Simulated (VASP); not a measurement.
Here is a VASP 6.6.1 calculation.

Contents of INCAR:

```
SYSTEM = NbP
PREC = Accurate
ENCUT = 520
EDIFF = 1E-6
ISMEAR = 0
SIGMA = 0.1
LREAL = .FALSE.
LASPH = .TRUE.
NELM = 80
ALGO = Normal
ISIF = 2
LWAVE = .FALSE.
LCHARG = .FALSE.
LDIPOL = .TRUE.
IDIPOL = 3
DIPOL = 0.5 0.5 0.500
GGA = PE
NBANDS = 46
```

File KPOINTS:

```
regular mesh
0
G
  10 10 1
  0 0 0
```

The input POSCAR:

```
NbP
1.0
    3.3470468440      0.0000000000      0.0000000000
    0.0000000000      3.3470468440      0.0000000000
    0.0000000000      0.0000000000     24.5144570612
Nb P
4 4
Direct
    0.5000000000      0.5000000000      0.3059419175
    0.0000000000      0.5000000000      0.4224850296
    0.0000000000      0.0000000000      0.5390281416
    0.5000000000      0.0000000000      0.6555712537
    0.0000000000      0.0000000000      0.3444287463
    0.5000000000      0.0000000000      0.4609718584
    0.5000000000      0.5000000000      0.5775149704
    0.0000000000      0.5000000000      0.6940580825
```

Potentials or basis: VASP PAW PBE potentials, release 64 (Nb_sv, P).

The run is started by

```bash
$ cat potpaw_PBE.64/Nb_sv/POTCAR potpaw_PBE.64/P/POTCAR > POTCAR
$ mpirun -np 1 vasp_std > vasp.out
```

(1) Predict the largest force.

(2) What does it give for the band gap on the k mesh?

Answers

(1) 1.055 eV/Å.

(2) zero (bands 36 and 37 overlap by 1.27 eV).
